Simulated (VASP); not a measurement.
# Lu4ZrO (F-43m) in VASP: a series of runs

The runs below take Lu4ZrO through single point, relaxation of cell and atoms, with PBE.

Everything below comes from runs of VASP 6.6.1. Logs are shortened: lines on timing, memory, paths and dates and some standing lists are left out, and cuts for length are marked.

### Step 1. The cell of the first run

Symmetry: F-43m, No. 216, cubic system. Conventional cell: a = 8.640 Å, b = 8.640 Å, c = 8.640 Å, α = 90.00°, β = 90.00°, γ = 90.00°. Lu (site symmetry 3m) has 6 Lu at 3.03 to 3.08 Å and 3 Zr at 3.58 Å and 3 O at 3.59 Å within 4.0 Å. Zr (site symmetry -43m) has 12 Lu at 3.58 Å and 4 O at 3.74 Å within 4.7 Å. O (site symmetry -43m) has 12 Lu at 3.59 Å and 4 Zr at 3.74 Å within 4.7 Å.

### Step 2. Single point, PBE

File INCAR:

```
  ALGO = Normal
  EDIFF = 1E-6
  ENCUT = 520
  GGA = PE
  ISIF = 2
  ISMEAR = 0
  LASPH = T
  LCHARG = T
  LELF = T
  LREAL = F
  LVHAR = T
  LWAVE = F
  NBANDS = 68
  NELM = 80
  PREC = Accurate
  SIGMA = 0.1
```

File KPOINTS:

```
k-points
0
Gamma
  4 4 4
```

File POSCAR:

```
Lu4ZrO
1.0
    0.0000000000      4.3201832280      4.3201832280
    4.3201832280      0.0000000000      4.3201832280
    4.3201832280      4.3201832280      0.0000000000
Lu Zr O
4 1 1
Direct
    0.8714475703      0.3761841432      0.3761841432
    0.3761841432      0.3761841432      0.3761841432
    0.3761841432      0.8714475703      0.3761841432
    0.3761841432      0.3761841432      0.8714475703
    0.7500000000      0.7500000000      0.7500000000
    0.0000000000      0.0000000000      0.0000000000
```

Potentials or basis: VASP PAW PBE potentials, release 64 (Lu, Zr_sv, O).

On the command line:

```
$ cat potpaw_PBE.64/Lu/POTCAR potpaw_PBE.64/Zr_sv/POTCAR potpaw_PBE.64/O/POTCAR > POTCAR
$ mpirun -np 1 vasp_std > vasp.out
```

OUTCAR:

```text
EDIFF = 1E-6
   ENCUT = 520
   GGA = PE
   ISIF = 2
   ISMEAR = 0
   LASPH = T
   LREAL = F
   NELM = 80
   PREC = Accurate

 ion  position               nearest neighbor table
   1  0.871  0.376  0.376-   2 3.03   3 3.03   4 3.03   2 3.08   4 3.08   3 3.08   5 3.58   5 3.58
                             5 3.58
   2  0.376  0.376  0.376-   1 3.03   3 3.03   4 3.03   4 3.08   3 3.08   1 3.08   5 3.58   5 3.58
                             5 3.58
   3  0.376  0.871  0.376-   1 3.03   2 3.03   4 3.03   4 3.08   2 3.08   1 3.08   5 3.58   5 3.58
                             5 3.58
   4  0.376  0.376  0.871-   1 3.03   2 3.03   3 3.03   2 3.08   3 3.08   1 3.08   5 3.58   5 3.58
                             5 3.58
   5  0.750  0.750  0.750-   3 3.58   4 3.58   1 3.58   4 3.58   1 3.58   3 3.58   2 3.58   2 3.58
                             2 3.58   1 3.58   3 3.58   4 3.58
   6  0.000  0.000  0.000-

  LATTYP: Found a face centered cubic cell.
 ALAT       =     8.6403664560

  Lattice vectors:

 A1 = (   0.0000000000,   4.3201832280,   4.3201832280)
 A2 = (   4.3201832280,   0.0000000000,   4.3201832280)
 A3 = (   4.3201832280,   4.3201832280,   0.0000000000)

Analysis of symmetry for initial positions (statically):
=====================================================================
 Subroutine PRICEL returns:
 Original cell was already a primitive cell.

 Routine SETGRP: Setting up the symmetry group for a
 face centered cubic supercell.

 Subroutine GETGRP returns: Found 24 space group operations
 (whereof 24 operations were pure point group operations)
 out of a pool of 48 trial point group operations.

The static configuration has the point symmetry T_d .

Analysis of symmetry for dynamics (positions and initial velocities):
=====================================================================
 Subroutine PRICEL returns:
 Original cell was already a primitive cell.

 Routine SETGRP: Setting up the symmetry group for a
 face centered cubic supercell.

 Subroutine GETGRP returns: Found 24 space group operations
 (whereof 24 operations were pure point group operations)
 out of a pool of 48 trial point group operations.

The dynamic configuration has the point symmetry T_d .

 Subroutine INISYM returns: Found 24 space group operations
 (whereof 24 operations are pure point group operations),
 and found     1 'primitive' translations

----------------------------------------------------------------------------------------

                                     Primitive cell

  volume of cell :     161.2637

  direct lattice vectors                    reciprocal lattice vectors
     0.000000000  4.320183228  4.320183228    -0.115735832  0.115735832  0.115735832
     4.320183228  0.000000000  4.320183228     0.115735832 -0.115735832  0.115735832
     4.320183228  4.320183228  0.000000000     0.115735832  0.115735832 -0.115735832

  length of vectors
     6.109661713  6.109661713  6.109661713     0.200460341  0.200460341  0.200460341

  position of ions in fractional coordinates (direct lattice)
     0.871447570  0.376184143  0.376184143
     0.376184143  0.376184143  0.376184143
     0.376184143  0.871447570  0.376184143
     0.376184143  0.376184143  0.871447570
     0.750000000  0.750000000  0.750000000
     0.000000000  0.000000000  0.000000000

  ion indices of the primitive-cell ions
   primitive index   ion index
                 1           1
                 2           2
                 3           3
                 4           4
                 5           5
                 6           6

----------------------------------------------------------------------------------------

 KPOINTS: k-points

Automatic generation of k-mesh.
 Grid dimensions read from file:
 generate k-points for:    4    4    4

 Generating k-lattice:

  Cartesian coordinates                     Fractional coordinates (reciprocal lattice)
    -0.028933958  0.028933958  0.028933958     0.250000000  0.000000000  0.000000000
[... 46 lines left out ...]
   IVDW    =     0    specifies the selected vdW correction
   LEPSILON=     F    determine dielectric tensor
   LRPA    =     F    only Hartree local field effects (RPA)
 non-spin polarized calculation
 Gauss-broadening in eV      SIGMA  =   0.10
  energy-cutoff  :      520.00
  volume of cell :      161.26
 maximum number of plane-waves:      4360
 NGX is ok and might be reduce to    48
   NGX = 23   NGY = 23   NGZ = 23

 number of electron     118.0000010 magnetization

 Free energy of the ion-electron system (eV)
  ---------------------------------------------------
  ext. energy  EPLUGINS =         0.00000000
  ---------------------------------------------------
  free energy    TOTEN  =       -27.15813311 eV

  energy without entropy =      -27.06334817  energy(sigma->0) =      -27.11074064

 E-fermi :   2.4060     XC(G=0): -10.2260

 val. band max:        2.4041768813   @ k =   0.5000   0.2500   0.0000
 cond. band min:       2.4087023483   @ k =  -0.2500   0.2500   0.0000
 fundamental gap:      0.0045254671
 Fermi energy:         2.4060080792

 k-point     1 :       0.0000    0.0000    0.0000
  band No.  band energies     occupation
      1     -53.8300      2.00000
      2     -53.7322      2.00000
      3     -53.7322      2.00000
      4     -53.7322      2.00000
      5     -46.8986      2.00000
      6     -25.3461      2.00000
[... 60 lines left out ...]
     67       3.8170      0.00000
     68       5.2796      0.00000

 k-point     2 :       0.2500    0.0000    0.0000
  band No.  band energies     occupation
      1     -53.8199      2.00000
      2     -53.7424      2.00000
      3     -53.7322      2.00000
      4     -53.7322      2.00000
      5     -46.8986      2.00000
      6     -25.2440      2.00000
[... 60 lines left out ...]
     67       4.0686      0.00000
     68       4.5492      0.00000

 k-point     3 :       0.5000    0.0000    0.0000
  band No.  band energies     occupation
      1     -53.8061      2.00000
      2     -53.7564      2.00000
      3     -53.7323      2.00000
      4     -53.7323      2.00000
      5     -46.8986      2.00000
      6     -25.1311      2.00000
[... 344 lines left out ...]
     67       3.8433      0.00000
     68       4.7829      0.00000

 k-point     8 :      -0.2500    0.5000    0.2500
  band No.  band energies     occupation
      1     -53.7866      2.00000
      2     -53.7760      2.00000
      3     -53.7323      2.00000
      4     -53.7323      2.00000
      5     -46.8987      2.00000
      6     -24.9017      2.00000
[... 60 lines left out ...]
     67       4.0947      0.00000
     68       4.7184      0.00000

------------------------ aborting loop because EDIFF is reached ----------------------------------------

  FORCE on cell =-STRESS in cart. coord.  units (eV):
  Direction    XX          YY          ZZ          XY          YZ          ZX
  --------------------------------------------------------------------------------------
  -------------------------------------------------------------------------------------
  Total        0.2156884      0.2156884      0.2156884     -0.0000000      0.0000000      0.0000000
  in kB        2.1428947      2.1428947      2.1428947     -0.0000000      0.0000000      0.0000000
  external PRESSURE =       2.1428947 kB  Pullay stress =       0.0000000 kB

 VOLUME and BASIS-vectors are now :
 -----------------------------------------------------------------------------
  energy-cutoff  :      520.00
  volume of cell :      161.26
      direct lattice vectors                 reciprocal lattice vectors
     0.000000000  4.320183228  4.320183228    -0.115735832  0.115735832  0.115735832
     4.320183228  0.000000000  4.320183228     0.115735832 -0.115735832  0.115735832
     4.320183228  4.320183228  0.000000000     0.115735832  0.115735832 -0.115735832

 POSITION                                       TOTAL-FORCE (eV/Angst)
 -----------------------------------------------------------------------------------
      3.25037      5.39000      5.39000        -0.005592      0.005592      0.005592
      3.25037      3.25037      3.25037        -0.005592     -0.005592     -0.005592
      5.39000      3.25037      5.39000         0.005592     -0.005592      0.005592
      5.39000      5.39000      3.25037         0.005592      0.005592     -0.005592
      6.48027      6.48027      6.48027         0.000000     -0.000000     -0.000000
      0.00000      0.00000      0.00000         0.000000     -0.000000      0.000000
 -----------------------------------------------------------------------------------
    total drift:                                0.000002      0.000002      0.000002

  FREE ENERGIE OF THE ION-ELECTRON SYSTEM (eV)
  ---------------------------------------------------
  free  energy   TOTEN  =       -27.1581331139 eV

  energy  without entropy=      -27.0633481730  energy(sigma->0) =      -27.11074064
```

Run time: 2.4 min. Hardware: 1 thread of Intel Xeon Platinum 8259CL at 2.50GHz (Skylake/Cascade Lake), shared host; peak memory 0.36 GiB.

What came out:

```yaml
Free_energy: -27.1581 eV
Pressure: 0.2 GPa
Largest_force: 0.010 eV/Å
Band_gap_on_the_k_mesh: zero (band 59 reaches 2.58 eV, above the bottom of band 60 at 2.37 eV)
```

Forces in eV/Å, atoms in the order of the input:
```
Lu  -0.006  0.006  0.006
Lu  -0.006 -0.006 -0.006
Lu   0.006 -0.006  0.006
Lu   0.006  0.006 -0.006
Zr   0.000  0.000  0.000
O    0.000  0.000  0.000
```

Levels at points of the mesh, in eV from the Fermi level:
```
           k point  band 55  band 56  band 57  band 58  band 59  band 60  band 61  band 62  band 63  band 64
(0.00, 0.00, 0.00)    -1.49    -1.49    -1.49     0.17     0.17     0.26     0.26     0.26     1.19     1.19
(0.50, 0.00, 0.00)    -1.03    -1.03    -0.82    -0.07    -0.07    -0.03     0.78     0.85     0.85     0.94
(0.50, 0.50, 0.00)    -0.94    -0.54    -0.54    -0.03     0.09     0.22     0.26     1.00     1.00     1.14
```

Caveat: spin-orbit coupling is left out, which moves the levels of the heavy elements.

### Step 3. Single point, PBE

This run uses another cell than the first one, of 21.67 Å³/atom, 0.806 times its volume.

File INCAR:

```
SYSTEM = Lu4ZrO
PREC = Accurate
ENCUT = 520
EDIFF = 1E-7
ISMEAR = 0
SIGMA = 0.1
LREAL = .FALSE.
LASPH = .TRUE.
NELM = 100
ALGO = Normal
ISIF = 2
LWAVE = .FALSE.
LCHARG = .TRUE.
GGA = PE
LELF = .TRUE.
LVHAR = .TRUE.
NBANDS = 68
```

File KPOINTS:

```
Automatic mesh
0
G
  4 4 4
  0 0 0
```

File POSCAR:

```
Lu4ZrO
1.0
    0.0000000000      4.0212372900      4.0212372900
    4.0212372900      0.0000000000      4.0212372900
    4.0212372900      4.0212372900      0.0000000000
Lu Zr O
4 1 1
Direct
    0.8753639800      0.3748786700      0.3748786700
    0.3748786700      0.3748786700      0.3748786700
    0.3748786700      0.8753639800      0.3748786700
    0.3748786700      0.3748786700      0.8753639800
    0.7500000000      0.7500000000      0.7500000000
    0.0000000000      0.0000000000      0.0000000000
```

Potentials or basis: VASP PAW PBE potentials, release 64 (Lu, Zr_sv, O).

On the command line:

```
$ cat potpaw_PBE.64/Lu/POTCAR potpaw_PBE.64/Zr_sv/POTCAR potpaw_PBE.64/O/POTCAR > POTCAR
$ mpirun -np 1 vasp_std > vasp.out
```

Wall time 2.2 min (1 thread of Intel Xeon Platinum 8259CL at 2.50GHz (Skylake/Cascade Lake), shared host); peak memory 0.29 GiB.

Results (log left out):

* Free energy: -26.0271 eV
* Pressure: 12.9 GPa
* Largest force: 0.366 eV/Å
* Band gap on the k mesh: zero (band 59 reaches 3.72 eV, above the bottom of band 60 at 3.50 eV)

Forces in eV/Å, atoms in the order of the input:
```
Lu   0.211 -0.211 -0.211
Lu   0.211  0.211  0.211
Lu  -0.211  0.211 -0.211
Lu  -0.211 -0.211  0.211
Zr   0.000  0.000  0.000
O    0.000  0.000  0.000
```

Levels at points of the mesh, in eV from the Fermi level:
```
           k point  band 57  band 58  band 59  band 60  band 61  band 62
(0.00, 0.00, 0.00)    -1.87     0.08     0.08     0.34     0.34     0.34
(0.50, 0.00, 0.00)    -1.08    -0.13    -0.13    -0.09     0.85     0.85
(0.50, 0.50, 0.00)    -0.53    -0.11     0.08     0.18     0.37     1.34
```

Caveat: spin-orbit coupling is left out, which moves the levels of the heavy elements.

### Step 4. Relaxation of cell and atoms, PBE

This run uses another cell than the first one, of 21.67 Å³/atom, 0.806 times its volume.

File INCAR:

```
PREC = Accurate
ENCUT = 600
EDIFF = 1E-6
ISMEAR = 0
SIGMA = 0.1
LREAL = False
LASPH = True
NELM = 80
ALGO = Normal
ISIF = 3
LWAVE = False
LCHARG = False
GGA = PE
IBRION = 2
NSW = 90
EDIFFG = -0.04
```

File KPOINTS:

```
Automatic mesh
0
Gamma
  4 4 4
```

POSCAR is that of step 3.

On the command line:

```
$ cat potpaw_PBE.64/Lu/POTCAR potpaw_PBE.64/Zr_sv/POTCAR potpaw_PBE.64/O/POTCAR > POTCAR
$ mpirun -np 1 vasp_std > vasp.out
```

Run time: 12 min. Hardware: 1 thread of Intel Xeon Platinum 8259CL at 2.50GHz (Skylake/Cascade Lake), shared host; peak memory 0.38 GiB.

It converged, with:

```yaml
Free_energy: -27.1479 eV
Relaxed_volume: 27.01 Å³/atom
Relaxed_cell: a = 6.120 Å, b = 6.120 Å, c = 6.120 Å, α = 60.00°, β = 60.00°, γ = 60.00°
Space_group_after_relaxing_to_0.05_Å: F-43m (No. 216)
Energy_gained_by_relaxing: 186.3 meV/atom
Ionic_steps: 5
Pressure_after_relaxing: -0.1 GPa
Largest_force_after_relaxing: 0.007 eV/Å
Band_gap_on_the_k_mesh: zero (band 59 reaches 2.55 eV, above the bottom of band 60 at 2.35 eV)
```

Forces on the atoms (eV/Å):
```
Lu  -0.004  0.004  0.004
Lu  -0.004 -0.004 -0.004
Lu   0.004 -0.004  0.004
Lu   0.004  0.004 -0.004
Zr   0.000  0.000  0.000
O    0.000  0.000  0.000
```

Step by step:
| step | energy change (eV) | largest force (eV/Å) | pressure (GPa) | volume (Å³) |
| --- | --- | --- | --- | --- |
| 1 | 0.0000 | 0.3664 | 12.90 | 130.05 |
| 2 | -1.1065 | 0.0261 | -0.94 | 165.75 |
| 3 | -1.1176 | 0.0482 | 0.00 | 161.74 |
| 4 | -1.1175 | 0.0444 | -0.09 | 162.42 |
| 5 | -1.1179 | 0.0067 | -0.06 | 162.08 |

Final structure:
```cif
data_structure
_symmetry_space_group_name_H-M 'P 1'
_symmetry_Int_Tables_number 1
_cell_length_a 6.1199
_cell_length_b 6.1199
_cell_length_c 6.1199
_cell_angle_alpha 60.000
_cell_angle_beta 60.000
_cell_angle_gamma 60.000
_cell_volume 162.08
loop_
_atom_site_label
_atom_site_type_symbol
_atom_site_fract_x
_atom_site_fract_y
_atom_site_fract_z
_atom_site_occupancy
Lu1 Lu 0.87144 0.37619 0.37619 1
Lu2 Lu 0.37619 0.37619 0.37619 1
Lu3 Lu 0.37619 0.87144 0.37619 1
Lu4 Lu 0.37619 0.37619 0.87144 1
Zr1 Zr 0.75000 0.75000 0.75000 1
O1 O 0.00000 0.00000 0.00000 1
```

Levels at points of the mesh, in eV from the Fermi level:
| k point | band 57 | band 58 | band 59 | band 60 | band 61 | band 62 |
| --- | --- | --- | --- | --- | --- | --- |
| (0.00, 0.00, 0.00) | -1.48 | 0.17 | 0.17 | 0.26 | 0.26 | 0.26 |
| (0.50, 0.00, 0.00) | -0.81 | -0.07 | -0.07 | -0.03 | 0.77 | 0.85 |
| (0.50, 0.50, 0.00) | -0.54 | -0.03 | 0.09 | 0.22 | 0.26 | 0.99 |

Caveat: the volume moved by over 15 % at a fixed basis, so the end points are rough; spin-orbit coupling is left out, which moves the levels of the heavy elements.

### Step 5. Single point, PBE, collinear spin, ferromagnetic start

File INCAR:

```
PREC = Accurate
ENCUT = 520
EDIFF = 1E-7
ISMEAR = 0
SIGMA = 0.1
LREAL = F
LASPH = T
NELM = 150
ALGO = Normal
ISIF = 2
LWAVE = F
LCHARG = T
ISPIN = 2
MAGMOM = 0 0 0 0 1 0
LORBIT = 11
LMAXMIX = 4
GGA = PE
LELF = T
LVHAR = T
NBANDS = 72
```

KPOINTS is that of step 4.

File POSCAR:

```
Lu4ZrO
1.0
    0.0000000000      4.3201832280      4.3201832280
    4.3201832280      0.0000000000      4.3201832280
    4.3201832280      4.3201832280      0.0000000000
Lu Zr O
4 1 1
Direct
    0.6238158568      0.6238158568      0.1285524297
    0.6238158568      0.1285524297      0.6238158568
    0.1285524297      0.6238158568      0.6238158568
    0.6238158568      0.6238158568      0.6238158568
    0.2500000000      0.2500000000      0.2500000000
    0.0000000000      0.0000000000      0.0000000000
```

On the command line:

```
$ cat potpaw_PBE.64/Lu/POTCAR potpaw_PBE.64/Zr_sv/POTCAR potpaw_PBE.64/O/POTCAR > POTCAR
$ mpirun -np 1 vasp_std > vasp.out
```

Wall time 5.9 min (1 thread of Intel Xeon Platinum 8259CL at 2.50GHz (Skylake/Cascade Lake), shared host); peak memory 0.48 GiB.

It converged, with:

```yaml
Free_energy: -27.2712 eV
Pressure: 0.4 GPa
Largest_force: 0.043 eV/Å
Net_moment: 1.85 μB per cell
Site_moments: Lu +0.06; Zr +0.71; O +0.06 μB
Valence_electrons_inside_the_program's_atomic_spheres: Lu 23.32; Zr 9.59; O 4.67
```

Forces in eV/Å, atoms in the order of the input:
```
Lu  -0.025 -0.025  0.025
Lu  -0.025  0.025 -0.025
Lu   0.025 -0.025 -0.025
Lu   0.025  0.025  0.025
Zr   0.000  0.000  0.000
O    0.000  0.000  0.000
```

Levels at points of the mesh, in eV from the Fermi level:
Spin up:
| k point | band 56 | band 57 | band 58 | band 59 | band 60 | band 61 | band 62 | band 63 | band 64 | band 65 |
| --- | --- | --- | --- | --- | --- | --- | --- | --- | --- | --- |
| (0.00, 0.00, 0.00) | -1.66 | -1.66 | -0.28 | -0.28 | -0.05 | -0.05 | -0.05 | 0.96 | 0.96 | 1.14 |
| (0.50, 0.00, 0.00) | -1.30 | -1.05 | -0.45 | -0.45 | -0.27 | 0.56 | 0.56 | 0.61 | 0.76 | 1.15 |
| (0.50, 0.50, 0.00) | -0.82 | -0.82 | -0.40 | -0.36 | -0.02 | 0.09 | 0.76 | 0.76 | 0.99 | 1.00 |
Spin down:
| k point | band 55 | band 56 | band 57 | band 58 | band 59 | band 60 | band 61 | band 62 |
| --- | --- | --- | --- | --- | --- | --- | --- | --- |
| (0.00, 0.00, 0.00) | -1.58 | -1.58 | -1.58 | 0.31 | 0.31 | 0.31 | 0.35 | 0.35 |
| (0.50, 0.00, 0.00) | -1.03 | -1.03 | -0.85 | -0.03 | 0.06 | 0.06 | 0.70 | 0.90 |
| (0.50, 0.50, 0.00) | -0.90 | -0.52 | -0.52 | 0.07 | 0.17 | 0.22 | 0.38 | 0.97 |

Caveat: spin-orbit coupling is left out, which moves the levels of the heavy elements.

### Step 6. The runs side by side

```tsv
task	spin	cell	cutoff (eV)	gap on the mesh (eV)	pressure (GPa)	largest force (eV/Å)
single point	off	a = 6.110 Å, angles 60.0°, 6 atoms	520	none	0.2	0.01
single point	off	a = 5.687 Å, angles 60.0°, 6 atoms	520	none	12.9	0.37
relaxation of cell and atoms	off	relaxed from a = 5.687 Å, angles 60.0°, 6 atoms	600	none	-0.1	0.01
single point	collinear, ferromagnetic start	a = 6.110 Å, angles 60.0°, 6 atoms	520	none	0.4	0.04
```

Alike in all rows: level PBE; potentials or basis VASP PAW PBE potentials, release 64 (Lu, Zr_sv, O); k mesh 4 × 4 × 4; smearing gaussian 0.1 eV.

Caveats: spin-orbit coupling is left out, which moves the levels of the heavy elements; the volume moved by over 15 % at a fixed basis, so the end points are rough (some runs).

Total energies depend on the potentials used, so only differences within one code and one set of settings carry meaning.
